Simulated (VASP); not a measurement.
Runs of VASP 6.6.1 on SiC. The structure is that of space group F-43m (No. 216), or close to it. The cells are those of the table. 

| cell | gap on the mesh (eV) | pressure (GPa) |
| --- | --- | --- |
| a = 2.862 Å, angles 60.0°, 2 atoms | 1.55 | 75.4 |
| a = 3.083 Å, angles 60.0°, 2 atoms | 1.73 | -1.0 |
| a = 3.041 Å, angles 60.0°, 2 atoms | 1.70 | (c) |
| a = 2.909 Å, angles 60.0°, 2 atoms | (b) | (d) |
| a = 2.954 Å, angles 60.0°, 2 atoms | 1.64 | 35.6 |
| a = 2.998 Å, angles 60.0°, 2 atoms | (a) | 21.0 |
| a = 2.813 Å, angles 60.0°, 2 atoms | 1.50 | 102.3 |

Alike in all rows: task single point; level r2SCAN; potentials or basis VASP PAW PBE potentials, release 64 (Si, C); no spin polarisation; k mesh 10 × 10 × 10; cutoff (eV) 660; smearing gaussian 0.01 eV.

Question: Estimate the missing entries.

Answer: (a) 1.67; (b) 1.60; (c) 8.9; (d) 53.5.

Caveats: the PAW data sets were made with another functional, which shifts forces and pressure a little; the cell stands under pressure (at least some runs).

A k mesh can miss the band edges.
